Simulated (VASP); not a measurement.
Crystal: CaSe.

```
Ca Se
1.0
     0.00000    2.96754    2.96754
     2.96754    0.00000    2.96754
     2.96754    2.96754    0.00000
Ca Se
1 1
Direct
  0.00000 0.00000 0.00000
  0.50000 0.50000 0.50000
```

Base run:

* Program: VASP 6.6.1
* Functional: r2SCAN
* Potentials or basis: VASP PAW PBE potentials, release 64 (Ca_sv, Se)
* Cutoff: 520 eV
* k mesh: 8 × 8 × 8
* Occupations: gaussian, width 0.01 eV
* Spin: no spin polarisation

Its results: band gap on the k mesh 2.52 eV, indirect (least direct gap 3.46 eV); pressure 0.2 GPa.

The run is repeated on the same cell with these changes: functional from r2SCAN to PBE; k mesh from 8 × 8 × 8 to 4 × 4 × 4. What comes out?

Band gap on the k mesh 2.04 eV, indirect (least direct gap 2.96 eV); pressure 0.9 GPa.

Several settings changed at once, so the effect can't be laid on one alone.

Caveats: some runs use coarse meshes; the PAW data sets were made with another functional, which shifts forces and pressure a little (some runs).

A k mesh can miss the band edges.
